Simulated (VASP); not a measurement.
# KCl (Fm-3m) in VASP: single point with LDA

Aim: the single point of KCl with LDA.

All numbers are computed with VASP 6.6.1; they aren't measurements. Logs are shortened: lines on timing, memory, paths and dates and some standing lists are left out, and cuts for length are marked.

## Step 1: The cell of the first run

The structure is cubic, space group Fm-3m (No. 225). Conventional cell: a = 6.293 Å, b = 6.293 Å, c = 6.293 Å, α = 90.00°, β = 90.00°, γ = 90.00°. Within 4.1 Å of K (site symmetry m-3m) lie 6 Cl at 3.15 Å. Cl (site symmetry m-3m) has 6 K at 3.15 Å within 4.1 Å.

## Step 2: Single point, LDA

INCAR

```
PREC = Accurate
ENCUT = 500
EDIFF = 1E-6
ISMEAR = 0
SIGMA = 0.01
LREAL = False
LASPH = True
NELM = 120
ALGO = Normal
ISIF = 2
LWAVE = False
LCHARG = False
NBANDS = 15
GGA_COMPAT = False
```

KPOINTS

```
Automatic mesh
0
Gamma
  3 3 3
```

POSCAR

```
KCl
1.0
    0.0000000000      3.1464700000      3.1464700000
    3.1464700000      0.0000000000      3.1464700000
    3.1464700000      3.1464700000      0.0000000000
K Cl
1 1
Direct
    0.0000000000      0.0000000000      0.0000000000
    0.5000000000      0.5000000000      0.5000000000
```

Potentials or basis: VASP PAW LDA potentials, release 64 (K_sv, Cl).

On the command line:

```bash
> cat potpaw_LDA.64/K_sv/POTCAR potpaw_LDA.64/Cl/POTCAR > POTCAR
> mpirun -np 1 vasp_std > vasp.out
```

OUTCAR:

```text
PREC = Accurate
   ENCUT = 500
   EDIFF = 1E-6
   ISMEAR = 0
   LREAL = False
   LASPH = True
   NELM = 120
   ISIF = 2

 ion  position               nearest neighbor table
   1  0.000  0.000  0.000-   2 3.15   2 3.15   2 3.15   2 3.15   2 3.15   2 3.15
   2  0.500  0.500  0.500-   1 3.15   1 3.15   1 3.15   1 3.15   1 3.15   1 3.15

  LATTYP: Found a face centered cubic cell.
 ALAT       =     6.2929400000

  Lattice vectors:

 A1 = (   0.0000000000,   3.1464700000,   3.1464700000)
 A2 = (   3.1464700000,   0.0000000000,   3.1464700000)
 A3 = (   3.1464700000,   3.1464700000,   0.0000000000)

Analysis of symmetry for initial positions (statically):
=====================================================================
 Subroutine PRICEL returns:
 Original cell was already a primitive cell.

 Routine SETGRP: Setting up the symmetry group for a
 face centered cubic supercell.

 Subroutine GETGRP returns: Found 48 space group operations
 (whereof 48 operations were pure point group operations)
 out of a pool of 48 trial point group operations.

The static configuration has the point symmetry O_h .

Analysis of symmetry for dynamics (positions and initial velocities):
=====================================================================
 Subroutine PRICEL returns:
 Original cell was already a primitive cell.

 Routine SETGRP: Setting up the symmetry group for a
 face centered cubic supercell.

 Subroutine GETGRP returns: Found 48 space group operations
 (whereof 48 operations were pure point group operations)
 out of a pool of 48 trial point group operations.

The dynamic configuration has the point symmetry O_h .

 Subroutine INISYM returns: Found 48 space group operations
 (whereof 48 operations are pure point group operations),
 and found     1 'primitive' translations

----------------------------------------------------------------------------------------

                                     Primitive cell

  volume of cell :      62.3018

  direct lattice vectors                    reciprocal lattice vectors
     0.000000000  3.146470000  3.146470000    -0.158908237  0.158908237  0.158908237
     3.146470000  0.000000000  3.146470000     0.158908237 -0.158908237  0.158908237
     3.146470000  3.146470000  0.000000000     0.158908237  0.158908237 -0.158908237

  length of vectors
     4.449780548  4.449780548  4.449780548     0.275237140  0.275237140  0.275237140

  position of ions in fractional coordinates (direct lattice)
     0.000000000  0.000000000  0.000000000
     0.500000000  0.500000000  0.500000000

  ion indices of the primitive-cell ions
   primitive index   ion index
                 1           1
                 2           2

----------------------------------------------------------------------------------------

 KPOINTS: Automatic mesh

Automatic generation of k-mesh.
 Grid dimensions read from file:
 generate k-points for:    3    3    3

 Generating k-lattice:

  Cartesian coordinates                     Fractional coordinates (reciprocal lattice)
    -0.052969412  0.052969412  0.052969412     0.333333333  0.000000000  0.000000000
     0.052969412 -0.052969412  0.052969412     0.000000000  0.333333333  0.000000000
     0.052969412  0.052969412 -0.052969412     0.000000000  0.000000000  0.333333333

  Length of vectors
     0.091745713  0.091745713  0.091745713

  Shift w.r.t. Gamma in fractional coordinates (k-lattice)
     0.000000000  0.000000000  0.000000000

 Subroutine IBZKPT returns following result:
 ===========================================

 Found      4 irreducible k-points:

 Following reciprocal coordinates:
            Coordinates               Weight
  0.000000  0.000000  0.000000      1.000000
  0.333333  0.000000  0.000000      8.000000
  0.333333  0.333333  0.000000      6.000000
 -0.333333  0.333333  0.000000     12.000000
   k-points           NKPTS =      4   k-points in BZ     NKDIM =      4   number of bands    NBANDS=     15
   number of dos      NEDOS =    301   number of ions     NIONS =      2
   total plane-waves  NPLWV =  32768
   dimension x,y,z NGX =    32 NGY =   32 NGZ =   32
   dimension x,y,z NGXF=    64 NGYF=   64 NGZF=   64
   ions per type =               1   1
   NGX,Y,Z   is equivalent  to a cutoff of  11.96, 11.96, 11.96 a.u.
   NGXF,Y,Z  is equivalent  to a cutoff of  23.91, 23.91, 23.91 a.u.
 SYSTEM =  unknown system
   PREC   = accura    normal or accurate (medium, high low for compatibility)
   ISTART =      0    job   : 0-new  1-cont  2-samecut
   ICHARG =      2    charge: 1-file 2-atom 10-const
   ISPIN  =      1    spin polarized calculation?
   LNONCOLLINEAR =      F non collinear calculations
   LSORBIT =      F    spin-orbit coupling
   LASPH  =      T    aspherical Exc in radial PAW
   ENCUT  =  500.0 eV  36.75 Ry    6.06 a.u.   8.11  8.11  8.11*2*pi/ulx,y,z
   NELM   =    120;   NELMIN=  2; NELMDL= -5     # of ELM steps
   EDIFF  = 0.1E-05   stopping-criterion for ELM
   LREAL  =      F    real-space projection
   EDIFFG = 0.1E-04   stopping-criterion for IOM
   NSW    =      0    number of steps for IOM
   IBRION =     -1    ionic relax: 0-MD 1-quasi-New 2-CG
   NFREE  =      0    steps in history (QN), initial steepest desc. (CG)
   ISIF   =      2    stress and relaxation
   ISYM   =      2    0-nonsym 1-usesym 2-fastsym
   POTIM  = 0.5000    time-step for ionic-motion
   TEBEG  =    0.0;   TEEND  =   0.0 temperature during run
   PSTRESS=    0.0 pullay stress
   NELECT =      16.0000    total number of electrons
   NUPDOWN=      -1.0000    fix difference up-down
   EMIN   =  10.00;   EMAX   =-10.00  energy-range for DOS
   EFERMI =   0.00;   METHOD = LEGACY
   ISMEAR =     0;   SIGMA  =   0.01  broadening in eV -4-tet -1-fermi 0-gaus
   EFERMI_NEDOS =   21; number of points for ismear=-14 and -15
   IALGO  =     38    algorithm
   IMIX   =      4    mixing-type and parameters
     AMIX     =   0.40;   BMIX     =  1.00
     AMIX_MAG =   1.60;   BMIX_MAG =  1.00
  volume/ion in A,a.u.               =      31.15       210.22
  Fermi-wavevector in a.u.,A,eV,Ry     =   1.040594  1.966437 14.732871  1.082835
  Thomas-Fermi vector in A             =   2.175177
   LORBIT       =      0    0 simple, 1 ext, 2 COOP (PROOUT), +10 PAW based schemes
   GGA     = CA    functional components
   LHFCALC =     F    Hartree Fock is set to
   AEXX    =    0.0000 exact exchange contribution
   IVDW    =     0    specifies the selected vdW correction
   LEPSILON=     F    determine dielectric tensor
   LRPA    =     F    only Hartree local field effects (RPA)
 non-spin polarized calculation
 Gauss-broadening in eV      SIGMA  =   0.01
  energy-cutoff  :      500.00
  volume of cell :       62.30
 maximum number of plane-waves:      1591
   NGX = 17   NGY = 17   NGZ = 17

 number of electron      16.0000002 magnetization

 Free energy of the ion-electron system (eV)
  ---------------------------------------------------
  ext. energy  EPLUGINS =         0.00000000
  ---------------------------------------------------
  free energy    TOTEN  =        -7.36568830 eV

  energy without entropy =       -7.36568830  energy(sigma->0) =       -7.36568830

 E-fermi :  -1.9501     XC(G=0):  -8.1093

 val. band max:       -2.0776893198   @ k =   0.0000   0.0000   0.0000
 cond. band min:       2.6656185908   @ k =   0.0000   0.0000   0.0000
 fundamental gap:      4.7433079106
 Fermi energy:        -1.9500561701

 k-point     1 :       0.0000    0.0000    0.0000
  band No.  band energies     occupation
      1     -28.9164      2.00000
      2     -14.1031      2.00000
      3     -12.6141      2.00000
      4     -12.6141      2.00000
      5     -12.6141      2.00000
      6      -2.0777      2.00000
      7      -2.0777      2.00000
      8      -2.0777      2.00000
      9       2.6656      0.00000
     10       6.0024      0.00000
     11       6.0024      0.00000
     12       6.0024      0.00000
     13       6.9355      0.00000
     14       6.9355      0.00000
     15      10.3906      0.00000

 k-point     2 :       0.3333    0.0000    0.0000
  band No.  band energies     occupation
      1     -28.9075      2.00000
      2     -14.2535      2.00000
      3     -12.6220      2.00000
      4     -12.6220      2.00000
      5     -12.4219      2.00000
      6      -2.9753      2.00000
      7      -2.3420      2.00000
      8      -2.3420      2.00000
      9       4.5645      0.00000
     10       5.8451      0.00000
     11       7.2999      0.00000
     12       7.2999      0.00000
     13       8.2570      0.00000
     14       8.2570      0.00000
     15      10.4937      0.00000

 k-point     3 :       0.3333    0.3333    0.0000
  band No.  band energies     occupation
      1     -28.9048      2.00000
      2     -14.1060      2.00000
      3     -12.6598      2.00000
      4     -12.6598      2.00000
      5     -12.6077      2.00000
      6      -2.8355      2.00000
      7      -2.2688      2.00000
      8      -2.2688      2.00000
      9       4.4223      0.00000
     10       4.8926      0.00000
     11       7.6602      0.00000
     12       8.2071      0.00000
     13       8.4447      0.00000
     14       8.4447      0.00000
     15       9.4531      0.00000

 k-point     4 :      -0.3333    0.3333    0.0000
  band No.  band energies     occupation
      1     -28.9019      2.00000
      2     -14.1536      2.00000
      3     -12.7249      2.00000
      4     -12.6452      2.00000
      5     -12.5023      2.00000
      6      -2.8235      2.00000
      7      -2.6055      2.00000
      8      -2.4121      2.00000
      9       5.2338      0.00000
     10       6.2475      0.00000
     11       7.3057      0.00000
     12       7.6206      0.00000
     13       8.3820      0.00000
     14       9.1466      0.00000
     15      10.1190      0.00000

------------------------ aborting loop because EDIFF is reached ----------------------------------------

  FORCE on cell =-STRESS in cart. coord.  units (eV):
  Direction    XX          YY          ZZ          XY          YZ          ZX
  --------------------------------------------------------------------------------------
  -------------------------------------------------------------------------------------
  Total       -0.7369277     -0.7369277     -0.7369277      0.0000000      0.0000000     -0.0000000
  in kB      -18.9511118    -18.9511118    -18.9511118      0.0000000      0.0000000     -0.0000000
  external PRESSURE =     -18.9511118 kB  Pullay stress =       0.0000000 kB

 VOLUME and BASIS-vectors are now :
 -----------------------------------------------------------------------------
  energy-cutoff  :      500.00
  volume of cell :       62.30
      direct lattice vectors                 reciprocal lattice vectors
     0.000000000  3.146470000  3.146470000    -0.158908237  0.158908237  0.158908237
     3.146470000  0.000000000  3.146470000     0.158908237 -0.158908237  0.158908237
     3.146470000  3.146470000  0.000000000     0.158908237  0.158908237 -0.158908237

 POSITION                                       TOTAL-FORCE (eV/Angst)
 -----------------------------------------------------------------------------------
      0.00000      0.00000      0.00000         0.000000      0.000000      0.000000
      3.14647      3.14647      3.14647         0.000000      0.000000      0.000000
 -----------------------------------------------------------------------------------
    total drift:                                0.000000     -0.000000     -0.000000

  FREE ENERGIE OF THE ION-ELECTRON SYSTEM (eV)
  ---------------------------------------------------
  free  energy   TOTEN  =        -7.3656883048 eV

  energy  without entropy=       -7.3656883048  energy(sigma->0) =       -7.36568830
```

Run time: 5.6 s. Hardware: 1 thread of Intel Xeon 8259CL, shared host; peak memory 0.14 GiB.

Results:

| Property | Result |
| --- | --- |
| Free energy | -7.3657 eV |
| Pressure | -1.9 GPa |
| Band gap on the k mesh | 4.74 eV |

Levels at points of the mesh, in eV from the valence-band top:
```csv
k point,band 5,band 6,band 7,band 8,band 9,band 10,band 11,band 12
"(0.00, 0.00, 0.00)",-10.54,0.00,0.00,0.00,4.74,8.08,8.08,8.08
```

Caveat: the k points lie up to 0.58 Å⁻¹ apart.
